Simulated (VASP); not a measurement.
Input of a VASP 6.6.1 run:

File INCAR:

```
SYSTEM = HfGe
PREC = Accurate
ENCUT = 520
EDIFF = 1E-7
ISMEAR = -1
SIGMA = 0.05
LREAL = .FALSE.
LASPH = .TRUE.
NELM = 80
ALGO = Normal
ISIF = 2
LWAVE = .FALSE.
LCHARG = .FALSE.
GGA = PS
NBANDS = 19
```

KPOINTS

```
regular mesh
0
G
  13 13 13
  0 0 0
```

The input POSCAR:

```
HfGe
1.0
    2.5347674281      0.0000000000      0.0000000000
    0.0000000000      2.5347674281      0.0000000000
    0.0000000000      0.0000000000      2.5347674281
Hf Ge
1 1
Direct
    0.0000000000      0.0000000000      0.0000000000
    0.5000000000      0.5000000000      0.5000000000
```

Potentials or basis: VASP PAW PBE potentials, release 64 (Hf_pv, Ge_d).

Command:

```sh
$ cat potpaw_PBE.64/Hf_pv/POTCAR potpaw_PBE.64/Ge_d/POTCAR > POTCAR
$ mpirun -np 1 vasp_std > vasp.out
```

Task: What does it give for the pressure?

Result: 514.3 GPa.

Task: What does it give for the band gap on the k mesh?

Result: Zero (band 12 reaches 23.25 eV, above the bottom of band 13 at 14.64 eV).

Caveat: the PAW data sets were made with another functional, which shifts forces and pressure a little; spin-orbit coupling is left out, which moves the levels of the heavy elements.
